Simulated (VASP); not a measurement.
A run of VASP 6.6.1 is set up as follows.

File INCAR:

```
SYSTEM = W3Cl
ALGO = Normal
EDIFF = 1E-6
ENCUT = 520
GGA = PE
ISIF = 2
ISMEAR = 0
LASPH = .TRUE.
LCHARG = .FALSE.
LREAL = .FALSE.
LWAVE = .FALSE.
NBANDS = 59
NELM = 80
PREC = Accurate
SIGMA = 0.1
```

The input KPOINTS:

```
k-points
0
G
  10 10 2
  0 0 0
```

File POSCAR:

```
W3Cl
1.0
    3.1260584687      0.0000000000      0.0000000000
    0.0000000000      3.1260584687      0.0000000000
    0.0000000000      0.0000000000     15.5299051671
W Cl
6 2
Direct
    0.0000000000      0.5000000000      0.7419392572
    0.0000000000      0.5000000000      0.9485141049
    0.5000000000      0.0000000000      0.8456300486
    0.5000000000      0.0000000000      0.2580607428
    0.5000000000      0.0000000000      0.0514858951
    0.0000000000      0.5000000000      0.1543699514
    0.5000000000      0.0000000000      0.6268746730
    0.0000000000      0.5000000000      0.3731253270
```

Potentials or basis: VASP PAW PBE potentials, release 64 (W_sv, Cl).

Launch:

```console
$ cat potpaw_PBE.64/W_sv/POTCAR potpaw_PBE.64/Cl/POTCAR > POTCAR
$ mpirun -np 1 vasp_std > vasp.out
```

Problem. Predict the band gap on the k mesh.

Solution. Zero (band 49 reaches 8.94 eV, above the bottom of band 50 at 7.48 eV).

Problem. Predict the largest force.

Solution. 0.021 eV/Å.

Problem. Predict the pressure.

Solution. 0.3 GPa.

Forces in eV/Å, atoms in the order of the input:
```
W    0.000  0.000 -0.015
W    0.000  0.000  0.002
W    0.000  0.000 -0.021
W    0.000  0.000  0.015
W    0.000  0.000 -0.002
W    0.000  0.000  0.021
Cl   0.000  0.000 -0.016
Cl   0.000  0.000  0.016
```

Caveat: spin-orbit coupling is left out, which moves the levels of the heavy elements; this functional lacks dispersion, which binds the layers, so the pressure and a relaxed spacing across them are unreliable.
